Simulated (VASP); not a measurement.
Crystal: KI.

```xyz
2
Lattice="0.0709 3.6152 3.6152 3.6152 0.0709 3.6152 3.6152 3.6152 0.0709" Properties=species:S:1:pos:R:3 pbc="T T T"
K     0.0000    0.0000    0.0000
I     3.6506    3.6506    3.6506
```

This cell differs from its parent crystal: strain along [111] +3.0%.

Base run:

| Quantity | Value |
| --- | --- |
| Program | VASP 6.6.1 |
| Functional | r2SCAN |
| Potentials or basis | VASP PAW PBE potentials, release 64 (K_sv, I) |
| Cutoff | 520 eV |
| k mesh | 6 × 6 × 6 |
| Occupations | gaussian, width 0.01 eV |
| Spin | no spin polarisation |

Its results: band gap on the k mesh 4.48 eV, direct; pressure -0.3 GPa.

Problem. The run is repeated on the same cell with these changes: functional from r2SCAN to PBE; k mesh from 6 × 6 × 6 to 4 × 4 × 4. What comes out?

Solution. Band gap on the k mesh 3.84 eV, direct; pressure 0.1 GPa.

Several settings changed at once, so the effect can't be laid on one alone.

Caveats: spin-orbit coupling is left out, which moves the levels of the heavy elements; the PAW data sets were made with another functional, which shifts forces and pressure a little (some runs).

